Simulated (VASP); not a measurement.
# HfB2 (P6/mmm) in VASP: a series of runs, part 2 of 2

VASP 6.6.1. The steps go on from the part before.

**3. Single point, r2SCAN**

Input file POSCAR:

```
HfB2
1.0
    3.1400000000      0.0000000000      0.0000000000
   -1.5700000000      2.7193197679      0.0000000000
    0.0000000000      0.0000000000      3.4800000000
Hf B
1 2
Direct
    0.0000000000      0.0000000000      0.0000000000
    0.3333333333      0.6666666667      0.5000000000
    0.6666666667      0.3333333333      0.5000000000
```

Input file INCAR.step1:

```
SYSTEM = HfB2
  ALGO = Normal
  EDIFF = 1E-4
  ENCUT = 520
  GGA = PE
  ISMEAR = 1
  LASPH = .TRUE.
  LCHARG = .FALSE.
  LREAL = .FALSE.
  LWAVE = .TRUE.
  NBANDS = 15
  NELM = 60
  PREC = Accurate
  SIGMA = 0.1
```

Input file INCAR.step2:

```
SYSTEM = HfB2
  ALGO = Normal
  EDIFF = 1E-7
  ENCUT = 520
  ISIF = 2
  ISMEAR = 1
  ISTART = 1
  LASPH = .TRUE.
  LCHARG = .FALSE.
  LMIXTAU = .TRUE.
  LREAL = .FALSE.
  LWAVE = .FALSE.
  METAGGA = R2SCAN
  NBANDS = 15
  NELM = 60
  PREC = Accurate
  SIGMA = 0.1
```

Input file KPOINTS:

```
k-points
0
G
  7 7 5
  0 0 0
```

Potentials or basis: VASP PAW PBE potentials, release 64 (Hf_pv, B).

Command:

```
$ cat potpaw_PBE.64/Hf_pv/POTCAR potpaw_PBE.64/B/POTCAR > POTCAR
$ cp INCAR.step1 INCAR
$ mpirun -np 1 vasp_std > vasp.out
$ cp INCAR.step2 INCAR
$ mpirun -np 1 vasp_std > vasp.out
```

OUTCAR:

```text
SYSTEM = HfB2
   EDIFF = 1E-7
   ENCUT = 520
   ISIF = 2
   ISMEAR = 1
   ISTART = 1
   LASPH = .TRUE.
   LREAL = .FALSE.
   METAGGA = R2SCAN
   NELM = 60
   PREC = Accurate

 ion  position               nearest neighbor table
   1  0.000  0.000  0.000-   2 2.51   3 2.51   2 2.51   3 2.51   3 2.51   3 2.51   2 2.51   2 2.51
                             3 2.51   3 2.51   2 2.51   2 2.51
   2  0.333  0.667  0.500-   3 1.81   3 1.81   3 1.81   1 2.51   1 2.51   1 2.51   1 2.51   1 2.51
                             1 2.51
   3  0.667  0.333  0.500-   2 1.81   2 1.81   2 1.81   1 2.51   1 2.51   1 2.51   1 2.51   1 2.51
                             1 2.51

  LATTYP: Found a hexagonal cell.
 ALAT       =     3.1400000000
 C/A-ratio  =     1.1082802548

  Lattice vectors:

 A1 = (   3.1400000000,   0.0000000000,   0.0000000000)
 A2 = (  -1.5700000000,   2.7193197679,   0.0000000000)
 A3 = (   0.0000000000,   0.0000000000,   3.4800000000)

Analysis of symmetry for initial positions (statically):
=====================================================================
 Subroutine PRICEL returns:
 Original cell was already a primitive cell.

 Routine SETGRP: Setting up the symmetry group for a
 hexagonal supercell.

 Subroutine GETGRP returns: Found 24 space group operations
 (whereof 24 operations were pure point group operations)
 out of a pool of 24 trial point group operations.

The static configuration has the point symmetry D_6h.

Analysis of symmetry for dynamics (positions and initial velocities):
=====================================================================
 Subroutine PRICEL returns:
 Original cell was already a primitive cell.

 Routine SETGRP: Setting up the symmetry group for a
 hexagonal supercell.

 Subroutine GETGRP returns: Found 24 space group operations
 (whereof 24 operations were pure point group operations)
 out of a pool of 24 trial point group operations.

The dynamic configuration has the point symmetry D_6h.

 Subroutine INISYM returns: Found 24 space group operations
[... 128 lines left out ...]
   LRPA    =     F    only Hartree local field effects (RPA)
 non-spin polarized calculation
 Methfessel and Paxton  Order N= 1 SIGMA  =   0.10
  energy-cutoff  :      520.00
  volume of cell :       29.71
 maximum number of plane-waves:       816
 NGX is ok and might be reduce to    24
   NGX = 11   NGY = 11   NGZ = 13

 number of electron      15.9999997 magnetization

 Free energy of the ion-electron system (eV)
  ---------------------------------------------------
  ext. energy  EPLUGINS =         0.00000000
  ---------------------------------------------------
  free energy    TOTEN  =       -63.04872450 eV

  energy without entropy =      -63.04627079  energy(sigma->0) =      -63.04790660

 E-fermi :   7.3943     XC(G=0): -13.5496

 val. band max:        7.3499012531   @ k =   0.1429   0.0000   0.4000
 cond. band min:       7.3972445402   @ k =   0.1429   0.1429   0.2000
 fundamental gap:      0.0473432871
 Fermi energy:         7.3943469683

 k-point     1 :       0.0000    0.0000    0.0000
  band No.  band energies     occupation
      1     -24.1594      2.00000
      2     -23.6378      2.00000
      3     -23.6378      2.00000
      4      -6.9652      2.00000
      5       4.6060      2.00000
      6       4.6350      2.00000
      7       4.6608      2.00000
      8       4.6608      2.00000
      9      11.9557      0.00000
     10      11.9557      0.00000
     11      12.6585      0.00000
     12      12.6585      0.00000
     13      12.8119      0.00000
     14      12.8813      0.00000
[... 401 lines left out ...]
      2     -24.2183      2.00000
      3     -24.0320      2.00000
      4      -2.7216      2.00000
      5      -1.1894      2.00000
      6       1.6463      2.00000
      7       4.0015      2.00000
      8       4.3536      2.00000
      9      12.2352      0.00000
     10      13.4187      0.00000
     11      14.1392      0.00000
     12      14.6633      0.00000
     13      15.0932      0.00000
     14      15.8937      0.00000
     15      17.5170      0.00000

------------------------ aborting loop because EDIFF is reached ----------------------------------------

  FORCE on cell =-STRESS in cart. coord.  units (eV):
  Direction    XX          YY          ZZ          XY          YZ          ZX
  --------------------------------------------------------------------------------------
  -------------------------------------------------------------------------------------
  Total       -0.1753861     -0.1753861     -0.2574459      0.0000000     -0.0000000      0.0000000
  in kB       -9.4566334     -9.4566334    -13.8812105      0.0000000     -0.0000000      0.0000000
  external PRESSURE =     -10.9314924 kB  Pullay stress =       0.0000000 kB

 VOLUME and BASIS-vectors are now :
 -----------------------------------------------------------------------------
  energy-cutoff  :      520.00
  volume of cell :       29.71
      direct lattice vectors                 reciprocal lattice vectors
     3.140000000  0.000000000  0.000000000     0.318471338  0.183869512  0.000000000
    -1.570000000  2.719319768  0.000000000     0.000000000  0.367739025  0.000000000
     0.000000000  0.000000000  3.480000000     0.000000000  0.000000000  0.287356322

 POSITION                                       TOTAL-FORCE (eV/Angst)
 -----------------------------------------------------------------------------------
      0.00000      0.00000      0.00000        -0.000000      0.000000      0.000000
     -0.00000      1.81288      1.74000        -0.000000      0.000000      0.000000
      1.57000      0.90644      1.74000         0.000000     -0.000000      0.000000
 -----------------------------------------------------------------------------------
    total drift:                               -0.000000      0.000000     -0.000000

  FREE ENERGIE OF THE ION-ELECTRON SYSTEM (eV)
  ---------------------------------------------------
  free  energy   TOTEN  =       -63.0487245003 eV

  energy  without entropy=      -63.0462707893  energy(sigma->0) =      -63.04790660
```

OUTCAR.step1:

```text
SYSTEM = HfB2
   EDIFF = 1E-4
   ENCUT = 520
   GGA = PE
   ISMEAR = 1
   LASPH = .TRUE.
   LREAL = .FALSE.
   NELM = 60
[... 656 lines left out ...]
      0.00000      0.00000      0.00000         0.000000      0.000000     -0.000000
     -0.00000      1.81288      1.74000        -0.000000      0.000000     -0.000000
      1.57000      0.90644      1.74000         0.000000     -0.000000      0.000000
 -----------------------------------------------------------------------------------
    total drift:                               -0.000000      0.000000      0.000000

  FREE ENERGIE OF THE ION-ELECTRON SYSTEM (eV)
  ---------------------------------------------------
  free  energy   TOTEN  =       -26.3637832873 eV

  energy  without entropy=      -26.3609597829  energy(sigma->0) =      -26.36284212
```

Run time: 34 s. Hardware: 1 thread of Intel Xeon 6455B, shared host; peak memory 0.15 GiB.

Results:

- Free energy: -63.0487 eV
- Pressure: -1.1 GPa
- Band gap on the k mesh: zero (band 8 reaches 8.24 eV, above the bottom of band 9 at 7.40 eV)

Stress tensor (GPa, compression positive):
```
-0.95  0.00  0.00
 0.00 -0.95  0.00
 0.00  0.00 -1.39
```

Caveat: the k points lie up to 0.36 Å⁻¹ apart; the PAW data sets were made with another functional, which shifts forces and pressure a little; spin-orbit coupling is left out, which moves the levels of the heavy elements.

**4. Single point, r2SCAN**

POSCAR is that of step 3.

Input file INCAR.step1:

```
SYSTEM = HfB2
ALGO = Normal ; EDIFF = 1E-4
ENCUT = 520 ; GGA = PE
ISMEAR = 1 ; LASPH = .True.
LCHARG = .False. ; LREAL = .False.
LWAVE = .True. ; NBANDS = 15
NELM = 60 ; PREC = Accurate
SIGMA = 0.1
```

Input file INCAR.step2:

```
SYSTEM = HfB2
ALGO = Normal ; EDIFF = 1E-6
ENCUT = 520 ; ISIF = 2
ISMEAR = 1 ; ISTART = 1
LASPH = .True. ; LCHARG = .False.
LMIXTAU = .True. ; LREAL = .False.
LWAVE = .False. ; METAGGA = R2SCAN
NBANDS = 15 ; NELM = 60
PREC = Accurate ; SIGMA = 0.1
```

Input file KPOINTS:

```
k-points
0
Gamma
  8 8 7
  0 0 0
```

Command:

```
$ cat potpaw_PBE.64/Hf_pv/POTCAR potpaw_PBE.64/B/POTCAR > POTCAR
$ cp INCAR.step1 INCAR
$ mpirun -np 1 vasp_std > vasp.out
$ cp INCAR.step2 INCAR
$ mpirun -np 1 vasp_std > vasp.out
```

Wall time 46 s (1 thread of Intel Xeon 6455B, shared host); peak memory 0.16 GiB.

Results (log left out):

| Property | Result |
| --- | --- |
| Free energy | -63.0861 eV |
| Pressure | -1.3 GPa |
| Band gap on the k mesh | zero (band 8 reaches 8.37 eV, above the bottom of band 9 at 7.92 eV) |

Levels at points of the mesh, in eV from the Fermi level:
```
           k point  band 6  band 7  band 8  band 9  band 10  band 11
(0.00, 0.00, 0.00)   -3.27   -3.24   -3.24    4.04     4.04     4.76
(0.50, 0.00, 0.00)   -4.56   -3.88   -3.17    1.98     2.68     5.68
```

Caveat: the PAW data sets were made with another functional, which shifts forces and pressure a little; spin-orbit coupling is left out, which moves the levels of the heavy elements.

**5. Single point, r2SCAN**

POSCAR is that of step 4.

Input file INCAR.step1:

```
ALGO = Normal
EDIFF = 1E-4
ENCUT = 520
GGA = PE
ISMEAR = 1
LASPH = T
LCHARG = F
LREAL = F
LWAVE = T
NBANDS = 15
NELM = 100
PREC = Accurate
SIGMA = 0.1
```

Input file INCAR.step2:

```
ALGO = Normal
EDIFF = 1E-6
ENCUT = 520
ISIF = 2
ISMEAR = 1
ISTART = 1
LASPH = T
LCHARG = F
LMIXTAU = T
LREAL = F
LWAVE = F
METAGGA = R2SCAN
NBANDS = 15
NELM = 100
PREC = Accurate
SIGMA = 0.1
```

Input file KPOINTS:

```
k-points
0
Gamma
  10 10 8
```

Command:

```
$ cat potpaw_PBE.64/Hf_pv/POTCAR potpaw_PBE.64/B/POTCAR > POTCAR
$ cp INCAR.step1 INCAR
$ mpirun -np 1 vasp_std > vasp.out
$ cp INCAR.step2 INCAR
$ mpirun -np 1 vasp_std > vasp.out
```

It took 74 s on 1 thread of Intel Xeon 6455B, shared host; peak memory 0.17 GiB.

Results (log left out):

* Free energy: -63.0857 eV
* Pressure: -1.2 GPa
* Band gap on the k mesh: zero (band 8 reaches 8.34 eV, above the bottom of band 9 at 7.47 eV)

Stress tensor (GPa, compression positive):
```
-1.66  0.00  0.00
 0.00 -1.66  0.00
 0.00  0.00 -0.36
```

Levels at points of the mesh, in eV from the Fermi level:
```
           k point  band 6  band 7  band 8  band 9  band 10  band 11
(0.00, 0.00, 0.00)   -2.96   -2.93   -2.93    4.36     4.36     5.06
(0.50, 0.00, 0.00)   -4.25   -3.57   -2.86    2.29     2.99     5.98
(0.00, 0.00, 0.50)   -1.15   -1.15    0.46    0.46     1.20     1.20
(0.50, 0.00, 0.50)   -5.13   -4.85   -2.91    4.23     4.55     6.60
```

Caveat: the PAW data sets were made with another functional, which shifts forces and pressure a little; spin-orbit coupling is left out, which moves the levels of the heavy elements.

**6. Summary**

| k mesh | gap on the mesh (eV) | pressure (GPa) |
| --- | --- | --- |
| 5 × 5 × 4 | none | -1.1 |
| 7 × 7 × 5 | none | -1.1 |
| 8 × 8 × 7 | none | -1.3 |
| 10 × 10 × 8 | none | -1.2 |

Alike in all rows: task single point; level r2SCAN; potentials or basis VASP PAW PBE potentials, release 64 (Hf_pv, B); no spin polarisation; cell as given; cutoff (eV) 520; smearing methfessel-paxton 0.1 eV.

Caveats: some runs use coarse meshes; the PAW data sets were made with another functional, which shifts forces and pressure a little; spin-orbit coupling is left out, which moves the levels of the heavy elements.

Total energies depend on the potentials used, so only differences within one code and one set of settings carry meaning.
